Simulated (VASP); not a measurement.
# Al4N5 in VASP: single point with PBE

Aim: the single point of Al4N5 with PBE.

Everything below comes from runs of VASP 6.6.1. Logs are shortened: lines on timing, memory, paths and dates and some standing lists are left out, and cuts for length are marked.

## 1. The cell of the first run

The cell holds a slab with vacuum, 9 atoms: a = 3.130 Å, b = 3.130 Å, c = 23.562 Å, α = 90.00°, β = 90.00°, γ = 120.00°.

## 2. Single point, PBE, collinear spin

File INCAR:

```
SYSTEM = Al4N5
PREC     = Accurate       ! precision mode
ENCUT    = 520            ! plane-wave cutoff, eV
EDIFF    = 1E-6           ! SCF threshold, eV
ISMEAR   = 0              ! smearing method
SIGMA    = 0.05           ! smearing width, eV
LREAL    = .False.        ! projectors in reciprocal space
LASPH    = .True.         ! aspherical terms in the spheres
NELM     = 150            ! most SCF steps
ALGO     = Normal         ! electronic algorithm
ISIF     = 2              ! what is computed and relaxed
LWAVE    = .False.        ! write WAVECAR
LCHARG   = .False.        ! write CHGCAR
ISPIN    = 2              ! spin polarisation
MAGMOM   = 0 0 0 0 3 0 0 0 0 ! initial moments
LORBIT   = 11             ! projections on sites
LDIPOL   = .True.       
IDIPOL   = 3            
DIPOL    = 0.5 0.5 0.369
GGA      = PE             ! functional
NBANDS   = 32             ! bands
```

File KPOINTS:

```
regular mesh
0
Gamma
  9 9 1
  0 0 0
```

File POSCAR:

```
Al4N5
1.0
    3.1297683446      0.0000000000      0.0000000000
   -1.5648841723      2.7104588944      0.0000000000
    0.0000000000      0.0000000000     23.5622383296
N Al
5 4
Direct
    0.3333333333      0.6666666667      0.1697631585
    0.6666666667      0.3333333334      0.2762323142
    0.3333333333      0.6666666667      0.3850947236
    0.6666666667      0.3333333334      0.4903953008
    0.6666666667      0.8333333334      0.5852552742
    0.6666666667      0.3333333334      0.1949871942
    0.3333333333      0.6666666667      0.3014563499
    0.6666666667      0.3333333334      0.4056970604
    0.3333333333      0.6666666667      0.5119309193
```

Potentials or basis: VASP PAW PBE potentials, release 64 (N, Al).

Started as:

```bash
cat potpaw_PBE.64/N/POTCAR potpaw_PBE.64/Al/POTCAR > POTCAR
mpirun -np 1 vasp_std > vasp.out
```

OUTCAR:

```text
SYSTEM = Al4N5
   PREC = Accurate
   ENCUT = 520
   EDIFF = 1E-6
   ISMEAR = 0
   LREAL = .False.
   LASPH = .True.
   NELM = 150
   ISIF = 2
   ISPIN = 2
   LORBIT = 11
   GGA = PE

 ion  position               nearest neighbor table
   1  0.333  0.667  0.170-   6 1.90   6 1.90   6 1.90
   2  0.667  0.333  0.276-   7 1.90   7 1.90   7 1.90   6 1.91
   3  0.333  0.667  0.385-   8 1.87   8 1.87   8 1.87   7 1.97
   4  0.667  0.333  0.490-   9 1.88   9 1.88   9 1.88   8 2.00
   5  0.667  0.833  0.585-   9 1.95
   6  0.667  0.333  0.195-   1 1.90   1 1.90   1 1.90   2 1.91   7 3.09   7 3.09   7 3.09
   7  0.333  0.667  0.301-   2 1.90   2 1.90   2 1.90   3 1.97   8 3.05   8 3.05   8 3.05   6 3.09
                             6 3.09   6 3.09
   8  0.667  0.333  0.406-   3 1.87   3 1.87   3 1.87   4 2.00   7 3.05   7 3.05   7 3.05   9 3.09
                             9 3.09   9 3.09
   9  0.333  0.667  0.512-   4 1.88   4 1.88   4 1.88   5 1.95   8 3.09   8 3.09   8 3.09

  LATTYP: Found a hexagonal cell.
 ALAT       =     3.1297683446
 C/A-ratio  =     7.5284288597

  Lattice vectors:

 A1 = (   3.1297683446,   0.0000000000,   0.0000000000)
 A2 = (  -1.5648841723,   2.7104588944,   0.0000000000)
 A3 = (   0.0000000000,   0.0000000000,  23.5622383296)

Analysis of symmetry for initial positions (statically):
=====================================================================
 Subroutine PRICEL returns:
 Original cell was already a primitive cell.

 Routine SETGRP: Setting up the symmetry group for a
 hexagonal supercell.

 Subroutine GETGRP returns: Found  2 space group operations
 (whereof  2 operations were pure point group operations)
 out of a pool of 24 trial point group operations.

The static configuration has the point symmetry C_1h.

Analysis of symmetry for dynamics (positions and initial velocities):
=====================================================================
 Subroutine PRICEL returns:
 Original cell was already a primitive cell.

 Routine SETGRP: Setting up the symmetry group for a
 hexagonal supercell.

 Subroutine GETGRP returns: Found  2 space group operations
 (whereof  2 operations were pure point group operations)
 out of a pool of 24 trial point group operations.

The dynamic configuration has the point symmetry C_1h.

Analysis of structural, dynamic, and magnetic symmetry:
=====================================================================
 Subroutine PRICEL returns:
 Original cell was already a primitive cell.

 Routine SETGRP: Setting up the symmetry group for a
 hexagonal supercell.

 Subroutine GETGRP returns: Found  2 space group operations
[... 174 lines left out ...]

 spin component 1

 k-point     1 :       0.0000    0.0000    0.0000
  band No.  band energies     occupation
      1     -17.1184      1.00000
      2     -16.4037      1.00000
      3     -15.7644      1.00000
      4     -14.5997      1.00000
      5     -14.0464      1.00000
      6      -7.3341      1.00000
[... 781 lines left out ...]
     29       8.7148      0.00000
     30       9.2883      0.00000

 [... further k-points ...]

 spin component 2

 k-point     1 :       0.0000    0.0000    0.0000
  band No.  band energies     occupation
      1     -17.0364      1.00000
      2     -16.1724      1.00000
      3     -15.5984      1.00000
      4     -14.0036      1.00000
      5     -11.9954      1.00000
      6      -7.2032      1.00000
[... 781 lines left out ...]
     29       8.8699      0.00000
     30       9.3785      0.00000

 [... further k-points ...]

 [bands above 30 left out]

------------------------ aborting loop because EDIFF is reached ----------------------------------------

 vacuum level on the upper side and lower side of the slab       (xc-potential included)        -0.193         0.106

  FORCE on cell =-STRESS in cart. coord.  units (eV):
  Direction    XX          YY          ZZ          XY          YZ          ZX
  --------------------------------------------------------------------------------------
  -------------------------------------------------------------------------------------
  Total        0.4660507      1.1405027     -1.2349895     -0.5840925      0.1359396      0.2354797
  in kB        3.7357018      9.1418759     -9.8992498     -4.6818841      1.0896449      1.8875237
  external PRESSURE =       0.9927759 kB  Pullay stress =       0.0000000 kB

 VOLUME and BASIS-vectors are now :
 -----------------------------------------------------------------------------
  energy-cutoff  :      520.00
  volume of cell :      199.88
      direct lattice vectors                 reciprocal lattice vectors
     3.129768345  0.000000000  0.000000000     0.319512465  0.184470608  0.000000000
    -1.564884172  2.710458894  0.000000000     0.000000000  0.368941216  0.000000000
     0.000000000  0.000000000 23.562238330     0.000000000  0.000000000  0.042440790

 POSITION                                       TOTAL-FORCE (eV/Angst)
 -----------------------------------------------------------------------------------
     -0.00000      1.80697      4.00000        -0.000406     -0.000234      1.891111
      1.56488      0.90349      6.50865         0.001092      0.000630      1.143536
     -0.00000      1.80697      9.07369        -0.003482     -0.002010     -0.973769
      1.56488      0.90349     11.55481         0.051449      0.029704     -1.330135
      0.78244      2.25872     13.78992         0.150492      0.086887      0.063122
      1.56488      0.90349      4.59433        -0.000538     -0.000311     -2.259489
     -0.00000      1.80697      7.10299        -0.000587     -0.000339     -0.547986
      1.56488      0.90349      9.55913         0.007616      0.004397      1.152219
     -0.00000      1.80697     12.06224        -0.205636     -0.118724      0.861391
 -----------------------------------------------------------------------------------
    total drift:                               -0.000337     -0.000195     -0.003538

  FREE ENERGIE OF THE ION-ELECTRON SYSTEM (eV)
  ---------------------------------------------------
  free  energy   TOTEN  =       -60.8957864446 eV

  energy  without entropy=      -60.8864517368  energy(sigma->0) =      -60.89111909

 vacuum level on the upper side and lower side of the slab         6.248         6.766

 total charge

# of ion       s       p       d       tot
------------------------------------------
    1        1.256   2.441   0.000   3.697
    2        1.229   2.613   0.000   3.842
    3        1.225   2.635   0.000   3.860
    4        1.229   2.610   0.000   3.839
    5        1.332   2.069   0.000   3.401
    6        0.370   0.426   0.000   0.796
    7        0.362   0.424   0.000   0.786
    8        0.367   0.435   0.000   0.802
    9        0.369   0.425   0.000   0.795
--------------------------------------------------
tot          7.740  14.079   0.000  21.819

 magnetization (x)

# of ion       s       p       d       tot
------------------------------------------
    1        0.000   0.030   0.000   0.031
    2       -0.000   0.002   0.000   0.002
    3        0.001   0.012   0.000   0.013
    4        0.009   0.109   0.000   0.118
    5        0.044   1.427   0.000   1.471
    6       -0.001   0.002   0.000   0.001
    7       -0.000   0.000   0.000   0.000
    8        0.002   0.005   0.000   0.007
    9       -0.004   0.004   0.000  -0.000
--------------------------------------------------
tot          0.051   1.591   0.000   1.642
```

OSZICAR:

```text
N       E                     dE             d eps       ncg     rms          rms(c)
DAV:   1     0.215386564942E+03    0.21539E+03   -0.15441E+04  3200   0.953E+02
DAV:   2    -0.400435010669E+02   -0.25543E+03   -0.24256E+03  4264   0.220E+02
DAV:   3    -0.705350816603E+02   -0.30492E+02   -0.29858E+02  4072   0.781E+01
DAV:   4    -0.713551183530E+02   -0.82004E+00   -0.81853E+00  4304   0.158E+01
[... 12 lines left out ...]
DAV:  73    -0.608956703357E+02   -0.61934E-04   -0.16273E-05  3944   0.135E-02    0.473E-02
DAV:  74    -0.608957842415E+02   -0.11391E-03   -0.15688E-05  3952   0.180E-02    0.695E-02
DAV:  75    -0.608957792486E+02    0.49929E-05   -0.13905E-05  4032   0.124E-02    0.399E-02
DAV:  76    -0.608957862030E+02   -0.69543E-05   -0.18003E-06  3872   0.654E-03    0.403E-02
DAV:  77    -0.608957864446E+02   -0.24163E-06   -0.44379E-06  3584   0.768E-03
   1 F= -.60895786E+02 E0= -.60891119E+02  d E =-.933471E-02  mag=     2.4216
```

Wall time 25 min (1 thread of Intel Xeon Platinum 8259CL at 2.50GHz (Skylake/Cascade Lake), shared host); peak memory 0.52 GiB.

Results:

```yaml
Free_energy: -60.8958 eV
Largest_force: 2.259 eV/Å
Net_moment: 2.42 μB per cell
Site_moments: N +0.03, +0.00, +0.01, +0.12, +1.47; Al +0.00, +0.01, -0.00 (each value once) μB
Valence_electrons_inside_the_program's_atomic_spheres: N 3.70, 3.84, 3.86, 3.40 (each value once); Al 0.80, 0.79 (each value once)
```

Forces on the atoms (eV/Å):
```
N    0.000  0.000  1.891
N    0.001  0.001  1.144
N   -0.003 -0.002 -0.974
N    0.051  0.030 -1.330
N    0.150  0.087  0.063
Al  -0.001  0.000 -2.259
Al  -0.001  0.000 -0.548
Al   0.008  0.004  1.152
Al  -0.206 -0.119  0.861
```
